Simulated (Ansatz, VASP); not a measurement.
## MoS2: VASP beside Ansatz

```xyz
3
Lattice="3.2052 0.0000 0.0000 -1.6026 2.7758 0.0000 0.0000 0.0000 17.4494" Properties=species:S:1:pos:R:3 pbc="T T T"
Mo    0.0000    0.0000    0.0000
S     0.0000    1.8505   15.8878
S     0.0000    1.8505    1.5616
```

Alike in both runs: task single point; functional LDA; k mesh 10 × 10 × 2; occupations fermi-dirac, width 0.05 eV; no spin polarisation.

|  | VASP | Ansatz |
| --- | --- | --- |
| version | VASP 6.6.1 | Ansatz 0.2.0 |
| potentials or method | VASP PAW LDA potentials, release 64 (Mo_sv, S) | Ansatz PAW |
| plane-wave cutoff (eV) | 520 | 420 |
| valence electrons in the cell | 26 | 26 |

VASP gave:

```
gap on the k mesh at the Fermi level (eV) : 1.69
least direct gap on the mesh (eV)         : 1.88
rms of the force components (eV/Å)        : 0.324
```

Problem. Estimate Ansatz's values.

Solution. gap on the k mesh at the Fermi level (eV): 1.68; least direct gap on the mesh (eV): 1.87; rms of the force components (eV/Å): 0.332.

LDA's correlation is that of Perdew and Zunger in VASP and of Perdew and Wang (1992) in Ansatz. Atom by atom the forces differ by 0.008 eV/Å (rms over components).
